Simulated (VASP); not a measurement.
SnO2: single point with BLYP+D3(BJ)

The system is SnO2.

```
CELL_PARAMETERS angstrom
5.15989 0.00000 0.00000
0.00000 5.15989 0.00000
0.00000 0.00000 5.15989
ATOMIC_POSITIONS crystal
Sn 0.00000 0.00000 0.00000
Sn 0.50000 0.00000 0.50000
Sn 0.50000 0.50000 0.00000
Sn 0.00000 0.50000 0.50000
O 0.65913 0.84087 0.15913
O 0.84087 0.15913 0.65913
O 0.15913 0.65913 0.84087
O 0.34087 0.34087 0.34087
O 0.65913 0.65913 0.65913
O 0.84087 0.34087 0.15913
O 0.15913 0.84087 0.34087
O 0.34087 0.15913 0.84087
```

| Property | Result |
| --- | --- |
| Program | VASP 6.6.1 |
| Task | single point |
| Functional | BLYP |
| Dispersion | D3(BJ) |
| Potentials or basis | VASP PAW PBE potentials, release 64 (Sn_d, O) |
| Cutoff | 520 eV |
| k mesh | 5 × 5 × 5 |
| Occupations | fermi-dirac, width 0.05 eV |
| Spin | no spin polarisation |
| Dipole correction | no |
| Further INCAR settings | ALGO = Normal; EDIFF = 1e-07; NBANDS = 64 |

| Item | Value |
| --- | --- |
| Pressure | 0.9 GPa |
| Band gap on the k mesh | 0.70 eV (least direct gap 0.75 eV) |
| Dispersion energy per atom | -0.513 eV |

Levels at points of the mesh, in eV from the valence-band top:
| k point | band 49 | band 50 | band 51 | band 52 | band 53 | band 54 | band 55 | band 56 |
| --- | --- | --- | --- | --- | --- | --- | --- | --- |
| (0.00, 0.00, 0.00) | -0.35 | -0.05 | -0.05 | -0.05 | 0.70 | 5.79 | 5.79 | 5.79 |

Run time: 4.9 min on 1 thread of Intel Xeon 8259CL (shared host), peak memory 0.28 GiB.

Caveat: the PAW data sets were made with another functional, which shifts forces and pressure a little; spin-orbit coupling is left out, which moves the levels of the heavy elements; an odd mesh through Γ misses points on the zone boundary, where band edges can lie.
